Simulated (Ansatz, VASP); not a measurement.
**Al2GaP3 in VASP and in Ansatz**

INCAR

```
SYSTEM = Al2GaP3
ALGO = Normal ; EDIFF = 1E-6
ENCUT = 520 ; GGA = PE
ISIF = 2 ; ISMEAR = 0
LASPH = .TRUE. ; LCHARG = .FALSE.
LREAL = .FALSE. ; LWAVE = .FALSE.
NBANDS = 46 ; NELM = 80
PREC = Accurate ; SIGMA = 0.1
```

Contents of KPOINTS:

```
k-points
0
G
  3 3 4
  0 0 0
```

File POSCAR:

```
Al2GaP3
1.0
    6.7305890000      0.0000000000      0.0000000000
   -3.3652945000      5.8288611000      0.0000000000
    0.0000000000      0.0000000000      6.3887221000
Al Ga P
4 2 6
Direct
    0.0000000000      0.0000000000      0.0003880000
    0.6667410000      0.6667410000      0.4996800000
    0.3332590000      0.0000000000      0.4996800000
    0.0000000000      0.3332590000      0.4996800000
    0.3333333000      0.6666667000      0.0009550000
    0.6666667000      0.3333333000      0.0009550000
    0.3333333000      0.6666667000      0.3758420000
    0.0000000000      0.0000000000      0.3744660000
    0.6666667000      0.3333333000      0.3758420000
    0.6670770000      0.6670770000      0.8741710000
    0.3329230000      0.0000000000      0.8741710000
    0.0000000000      0.3329230000      0.8741710000
```

Input for Ansatz:

```yaml
crystal:
  lattice:
    - [6.730589, 0.0, 0.0]
    - [-3.3652945, 5.8288611, 0.0]
    - [0.0, 0.0, 6.3887221]
  atoms:
    - { symbol: Al, position: [0.0, 0.0, 0.000388] }
    - { symbol: Al, position: [0.666741, 0.666741, 0.49968] }
    - { symbol: Al, position: [0.333259, 0.0, 0.49968] }
    - { symbol: Al, position: [0.0, 0.333259, 0.49968] }
    - { symbol: Ga, position: [0.3333333, 0.6666667, 0.000955] }
    - { symbol: Ga, position: [0.6666667, 0.3333333, 0.000955] }
    - { symbol: P, position: [0.3333333, 0.6666667, 0.375842] }
    - { symbol: P, position: [0.0, 0.0, 0.374466] }
    - { symbol: P, position: [0.6666667, 0.3333333, 0.375842] }
    - { symbol: P, position: [0.667077, 0.667077, 0.874171] }
    - { symbol: P, position: [0.332923, 0.0, 0.874171] }
    - { symbol: P, position: [0.0, 0.332923, 0.874171] }
basis:
  ecutwfc: 420
kpoints:
  mp_grid: { grid: [3, 3, 4] }
hamiltonian:
  xc: pbe
scf:
  occupations: { method: gaussian, width: 0.1 }
  lower_state_search: "off"
output:
  forces: true
  stress: true
  eigenvalues: true
```

Alike in both runs: task single point; functional PBE; k mesh 3 × 3 × 4; occupations gaussian, width 0.1 eV; no spin polarisation.

|  | VASP | Ansatz |
| --- | --- | --- |
| version | VASP 6.6.1 | Ansatz 0.2.0 |
| potentials or method | VASP PAW PBE potentials, release 64 (Al, Ga_d, P), cutoff 520 eV | scalar-relativistic, plane waves, PAW |
| valence electrons in the cell | 68 | 68 |

Ansatz gave:

- gap on the k mesh at the Fermi level (eV): 1.71
- least direct gap on the mesh (eV): 1.84
- pressure (GPa): 0.0

Estimate VASP's values.

gap on the k mesh at the Fermi level (eV): 1.71; least direct gap on the mesh (eV): 1.83; pressure (GPa): -0.1.
